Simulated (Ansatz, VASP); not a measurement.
# Two plane-wave programs on PbO

The input INCAR:

```
SYSTEM = PbO
PREC = Accurate
ENCUT = 520
EDIFF = 1E-7
ISMEAR = 0
SIGMA = 0.1
LREAL = .FALSE.
LASPH = .TRUE.
NELM = 60
ALGO = Normal
ISIF = 2
LWAVE = .FALSE.
LCHARG = .FALSE.
GGA = PS
NBANDS = 17
```

The input KPOINTS:

```
regular mesh
0
G
  6 6 6
  0 0 0
```

The input POSCAR:

```
PbO
1.0
    0.0000000000      2.6611350054      2.6611350054
    2.6611350054      0.0000000000      2.6611350054
    2.6611350054      2.6611350054      0.0000000000
O Pb
1 1
Direct
    0.5000000000      0.5000000000      0.5000000000
    0.0000000000      0.0000000000      0.0000000000
```

Input for Ansatz:

```yaml
crystal:
  lattice:
    - [0.0, 2.6611350054, 2.6611350054]
    - [2.6611350054, 0.0, 2.6611350054]
    - [2.6611350054, 2.6611350054, 0.0]
  atoms:
    - { symbol: O, position: [0.5, 0.5, 0.5] }
    - { symbol: Pb, position: [0.0, 0.0, 0.0] }
basis:
  ecutwfc: 420
kpoints:
  mp_grid: { grid: [6, 6, 6] }
hamiltonian:
  xc: pbesol
scf:
  occupations: { method: gaussian, width: 0.1 }
output:
  forces: true
  stress: true
  eigenvalues: true
```

Alike in both runs: task single point; functional PBEsol; k mesh 6 × 6 × 6; occupations gaussian, width 0.1 eV; no spin polarisation.

|  | VASP | Ansatz |
| --- | --- | --- |
| version | VASP 6.6.1 | Ansatz 0.2.0 |
| potentials or method | VASP PAW PBE potentials, release 64 (O, Pb_d), cutoff 520 eV | scalar-relativistic, plane waves, PAW |
| valence electrons in the cell | 20 | 20 |

```tsv
	VASP	Ansatz	Ansatz less VASP
gap on the k mesh at the Fermi level (eV)	0.41	0.41	0.000
least direct gap on the mesh (eV)	0.41	0.41	0.000
pressure (GPa)	-7.0	-6.9	+0.07
```

VASP's potentials were made for PBE, not for PBEsol. The functional is the same, so the differences come from potentials, cutoffs and numerics.

Spin-orbit coupling is off throughout.
